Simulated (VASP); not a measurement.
# GaAs (I-4m2) in VASP: single point with r2SCAN

Aim: the single point of GaAs with r2SCAN.

Program: VASP 6.6.1. These are calculated values, not measurements. Logs are shortened: lines on timing, memory, paths and dates and some standing lists are left out, and cuts for length are marked.

## Step 1: The cell of the first run

The structure is tetragonal, space group I-4m2 (No. 119). Conventional cell: a = 4.007 Å, b = 4.007 Å, c = 5.440 Å, α = 90.00°, β = 90.00°, γ = 90.00°. Ga (site symmetry -4m2) has 4 As at 2.42 Å within 3.2 Å. Within 3.2 Å of As (site symmetry -4m2) lie 4 Ga at 2.42 Å.

## Step 2: Single point, r2SCAN, non-collinear spin, zero start, spin-orbit coupling (uniaxial z strain -4.0%)

POSCAR

```
GaAs
1.0
    0.0000000000      2.8330850955      2.7197616916
    2.8330850955      0.0000000000      2.7197616916
    2.8330850955      2.8330850955      0.0000000000
Ga As
1 1
Direct
    0.0000000000      0.0000000000      0.0000000000
    0.2500000000      0.2500000000      0.2500000000
```

INCAR.step1

```
  PREC = Accurate
  ENCUT = 520
  ISMEAR = -1
  SIGMA = 0.02
  LREAL = False
  LASPH = True
  NELM = 150
  MAGMOM = 0 0 0 0 0 0
  LSORBIT = True
  GGA_COMPAT = False
  NBANDS = 30
  GGA = PE
  ALGO = Normal
  EDIFF = 1E-4
  LWAVE = True
  LCHARG = False
```

INCAR.step2

```
  PREC = Accurate
  ENCUT = 520
  EDIFF = 1E-7
  ISMEAR = -1
  SIGMA = 0.02
  LREAL = False
  LASPH = True
  NELM = 150
  ALGO = Normal
  ISIF = 2
  LWAVE = False
  LCHARG = False
  MAGMOM = 0 0 0 0 0 0
  LORBIT = 11
  LSORBIT = True
  GGA_COMPAT = False
  LORBMOM = True
  METAGGA = R2SCAN
  LMIXTAU = True
  NBANDS = 30
  ISTART = 1
```

KPOINTS

```
regular mesh
0
Gamma
  8 8 8
```

Potentials or basis: VASP PAW PBE potentials, release 64 (Ga_d, As).

Command:

```
> cat potpaw_PBE.64/Ga_d/POTCAR potpaw_PBE.64/As/POTCAR > POTCAR
> cp INCAR.step1 INCAR
> mpirun -np 1 vasp_ncl > vasp.out
> cp INCAR.step2 INCAR
> mpirun -np 1 vasp_ncl > vasp.out
```

OUTCAR:

```text
PREC = Accurate
   ENCUT = 520
   EDIFF = 1E-7
   ISMEAR = -1
   LREAL = False
   LASPH = True
   NELM = 150
   ISIF = 2
   LORBIT = 11
   LSORBIT = True
   METAGGA = R2SCAN
   ISTART = 1

 ion  position               nearest neighbor table
   1  0.000  0.000  0.000-   2 2.42   2 2.42   2 2.42   2 2.42
   2  0.250  0.250  0.250-   1 2.42   1 2.42   1 2.42   1 2.42

  LATTYP: Found a body centered tetragonal cell.
 ALAT       =     4.0065873654
 C/A-ratio  =     1.3576450198

  Lattice vectors:

 A1 = (   0.0000000000,  -2.8330850955,  -2.7197616916)
 A2 = (   0.0000000000,   2.8330850955,  -2.7197616916)
 A3 = (   2.8330850955,   0.0000000000,   2.7197616916)

Analysis of symmetry for initial positions (statically):
=====================================================================
 Subroutine PRICEL returns:
 Original cell was already a primitive cell.

 Routine SETGRP: Setting up the symmetry group for a
 body centered tetragonal supercell.

 Subroutine GETGRP returns: Found  8 space group operations
 (whereof  8 operations were pure point group operations)
 out of a pool of 16 trial point group operations.

The static configuration has the point symmetry D_2d.

Analysis of symmetry for dynamics (positions and initial velocities):
=====================================================================
 Subroutine PRICEL returns:
 Original cell was already a primitive cell.

 Routine SETGRP: Setting up the symmetry group for a
 body centered tetragonal supercell.

 Subroutine GETGRP returns: Found  8 space group operations
 (whereof  8 operations were pure point group operations)
 out of a pool of 16 trial point group operations.

The dynamic configuration has the point symmetry D_2d.

Analysis of structural, dynamic, and magnetic symmetry:
=====================================================================
 Subroutine PRICEL returns:
 Original cell was already a primitive cell.

 Routine SETGRP: Setting up the symmetry group for a
 body centered tetragonal supercell.

 Subroutine GETGRP returns: Found  8 space group operations
 (whereof  8 operations were pure point group operations)
 out of a pool of 16 trial point group operations.

The overall configuration has the point symmetry D_2d.

 Subroutine INISYM returns: Found  8 space group operations
 (whereof  8 operations are pure point group operations),
 and found     1 'primitive' translations

----------------------------------------------------------------------------------------

                                     Primitive cell

  volume of cell :      43.6596

  direct lattice vectors                    reciprocal lattice vectors
     0.000000000  2.833085095  2.719761692    -0.176486051  0.176486051  0.183839636
     2.833085095  0.000000000  2.719761692     0.176486051 -0.176486051  0.183839636
     2.833085095  2.833085095  0.000000000     0.176486051  0.176486051 -0.183839636

  length of vectors
     3.927273204  3.927273204  4.006587365     0.309986555  0.309986555  0.309986555

  position of ions in fractional coordinates (direct lattice)
     0.000000000  0.000000000  0.000000000
     0.250000000  0.250000000  0.250000000

  ion indices of the primitive-cell ions
   primitive index   ion index
                 1           1
                 2           2

----------------------------------------------------------------------------------------

 KPOINTS: regular mesh

Automatic generation of k-mesh.
 Grid dimensions read from file:
 generate k-points for:    8    8    8

 Generating k-lattice:

  Cartesian coordinates                     Fractional coordinates (reciprocal lattice)
    -0.022060756  0.022060756  0.022979955     0.125000000 -0.000000000  0.000000000
     0.022060756 -0.022060756  0.022979955    -0.000000000  0.125000000  0.000000000
     0.022060756  0.022060756 -0.022979955     0.000000000  0.000000000  0.125000000

[... 87 lines left out ...]
  energy-cutoff  :      520.00
  volume of cell :       43.66
 maximum number of plane-waves:      2404
 NGX is ok and might be reduce to    30
   NGX = 15   NGY = 15   NGZ = 15

 number of electron      18.0000007 magnetization      -0.0000000      0.0000000     -0.0000000

 number of electron      18.0000007 magnetization       0.0000000     -0.0000000      0.0000000

 Free energy of the ion-electron system (eV)
  ---------------------------------------------------
  ext. energy  EPLUGINS =         0.00000000
  ---------------------------------------------------
  free energy    TOTEN  =       -27.04103595 eV

  energy without entropy =      -27.04103595  energy(sigma->0) =      -27.04103595

 E-fermi :   4.6176     XC(G=0): -10.4220

 val. band max:        4.2247009017   @ k =   0.0000   0.0000   0.0000
 cond. band min:       5.2724363277   @ k =   0.0000   0.0000   0.0000
 fundamental gap:      1.0477354261
 Fermi energy:         4.6175756967

 k-point     1 :       0.0000    0.0000    0.0000
  band No.  band energies     occupation
      1     -11.5344      1.00000
      2     -11.5344      1.00000
      3     -11.5277      1.00000
      4     -11.5277      1.00000
      5     -11.1098      1.00000
      6     -11.1098      1.00000
[... 781 lines left out ...]
     29      16.9129      0.00000
     30      16.9159      0.00000

 [... further k-points ...]
[... 5 lines left out ...]
  --------------------------------------------------------------------------------------
  -------------------------------------------------------------------------------------
  Total        0.6819958      0.6819958      1.3811132      0.0000000      0.0000000      0.0000000
  in kB       25.0271958     25.0271958     50.6827027      0.0000000      0.0000000      0.0000000
  external PRESSURE =      33.5790314 kB  Pullay stress =       0.0000000 kB

 VOLUME and BASIS-vectors are now :
 -----------------------------------------------------------------------------
  energy-cutoff  :      520.00
  volume of cell :       43.66
      direct lattice vectors                 reciprocal lattice vectors
     0.000000000  2.833085095  2.719761692    -0.176486051  0.176486051  0.183839636
     2.833085095  0.000000000  2.719761692     0.176486051 -0.176486051  0.183839636
     2.833085095  2.833085095  0.000000000     0.176486051  0.176486051 -0.183839636

 POSITION                                       TOTAL-FORCE (eV/Angst)
 -----------------------------------------------------------------------------------
      0.00000      0.00000      0.00000         0.000000      0.000000      0.000000
      1.41654      1.41654      1.35988        -0.000000     -0.000000     -0.000000
 -----------------------------------------------------------------------------------
    total drift:                               -0.000002     -0.000002     -0.000004

  FREE ENERGIE OF THE ION-ELECTRON SYSTEM (eV)
  ---------------------------------------------------
  free  energy   TOTEN  =       -27.0410359467 eV

  energy  without entropy=      -27.0410359467  energy(sigma->0) =      -27.04103595

 orbital moment (x)

 # of ion     p       d       tot
 ----------------------------------------
  1         0.000  -0.000   0.000
  2         0.000  -0.000   0.000
 ----------------------------------------
            0.000  -0.000   0.000

 orbital moment (y)

 # of ion     p       d       tot
 ----------------------------------------
  1         0.000   0.000   0.000
  2         0.000  -0.000  -0.000
 ----------------------------------------
            0.000   0.000   0.000

 orbital moment (z)

 # of ion     p       d       tot
 ----------------------------------------
  1         0.000   0.000   0.000
  2        -0.000  -0.000  -0.000
 ----------------------------------------
           -0.000   0.000  -0.000

 Spin-Orbit-Coupling matrix elements

 Ion:    1  E_soc:     -0.0116247
 l=   1
     0.0000000    -0.0011291    -0.0011241
    -0.0011291     0.0000000    -0.0011291
    -0.0011241    -0.0011291     0.0000000
 l=   2
     0.0000000    -0.0001622     0.0000000    -0.0001622    -0.0006471
    -0.0001622     0.0000000    -0.0004860    -0.0001623    -0.0001622
     0.0000000    -0.0004860     0.0000000    -0.0004860     0.0000000
    -0.0001622    -0.0001623    -0.0004860     0.0000000    -0.0001622
    -0.0006471    -0.0001622     0.0000000    -0.0001622     0.0000000
 l=   3
     0.0000000     0.0000000     0.0000000     0.0000000     0.0000000     0.0000000     0.0000000
     0.0000000     0.0000000     0.0000000     0.0000000     0.0000000     0.0000000     0.0000000
     0.0000000     0.0000000     0.0000000     0.0000000     0.0000000     0.0000000     0.0000000
     0.0000000     0.0000000     0.0000000     0.0000000     0.0000000     0.0000000     0.0000000
     0.0000000     0.0000000     0.0000000     0.0000000     0.0000000     0.0000000     0.0000000
     0.0000000     0.0000000     0.0000000     0.0000000     0.0000000     0.0000000     0.0000000
     0.0000000     0.0000000     0.0000000     0.0000000     0.0000000     0.0000000     0.0000000

 Ion:    2  E_soc:     -0.0225951
 l=   1
     0.0000000    -0.0037753    -0.0037230
    -0.0037753     0.0000000    -0.0037753
    -0.0037230    -0.0037753     0.0000000
 l=   2
     0.0000000    -0.0000040     0.0000000    -0.0000040    -0.0000038
    -0.0000040     0.0000000    -0.0000030    -0.0000038    -0.0000011
     0.0000000    -0.0000030     0.0000000    -0.0000030     0.0000000
    -0.0000040    -0.0000038    -0.0000030     0.0000000    -0.0000011
    -0.0000038    -0.0000011     0.0000000    -0.0000011     0.0000000
 l=   3
     0.0000000     0.0000000     0.0000000     0.0000000     0.0000000     0.0000000     0.0000000
     0.0000000     0.0000000     0.0000000     0.0000000     0.0000000     0.0000000     0.0000000
     0.0000000     0.0000000     0.0000000     0.0000000     0.0000000     0.0000000     0.0000000
     0.0000000     0.0000000     0.0000000     0.0000000     0.0000000     0.0000000     0.0000000
     0.0000000     0.0000000     0.0000000     0.0000000     0.0000000     0.0000000     0.0000000
     0.0000000     0.0000000     0.0000000     0.0000000     0.0000000     0.0000000     0.0000000
     0.0000000     0.0000000     0.0000000     0.0000000     0.0000000     0.0000000     0.0000000

 total charge

# of ion       s       p       d       tot
------------------------------------------
    1        0.849   0.830  10.006  11.684
    2        1.201   1.666   0.035   2.902
--------------------------------------------------
tot          2.050   2.496  10.041  14.587

 magnetization (x)

# of ion       s       p       d       tot
------------------------------------------
    1       -0.000  -0.000   0.000  -0.000
    2       -0.000   0.000   0.000   0.000
--------------------------------------------------
tot         -0.000  -0.000   0.000  -0.000

 magnetization (y)

# of ion       s       p       d       tot
------------------------------------------
    1        0.000   0.000   0.000   0.000
    2        0.000  -0.000   0.000  -0.000
--------------------------------------------------
tot          0.000   0.000   0.000   0.000

 magnetization (z)

# of ion       s       p       d       tot
------------------------------------------
    1       -0.000   0.000  -0.000  -0.000
    2        0.000   0.000   0.000   0.000
--------------------------------------------------
tot         -0.000   0.000  -0.000   0.000
```

It took 17 min on 1 thread of Intel Xeon Platinum 8488C (Sapphire Rapids), shared host; peak memory 0.43 GiB.

What came out:

* Free energy: -27.0410 eV
* Pressure: 3.4 GPa
* Net moment: 0.00 μB per cell
* Valence electrons inside the program's atomic spheres: Ga 11.68; As 2.90

Moments on the atoms (μB; x, y, z):
```
Ga  0.00 0.00 0.00
As  0.00 0.00 0.00
```

Caveat: the cell differs from its parent crystal (uniaxial z strain -4.0%); the cell stands under pressure; the PAW data sets were made with another functional, which shifts forces and pressure a little.
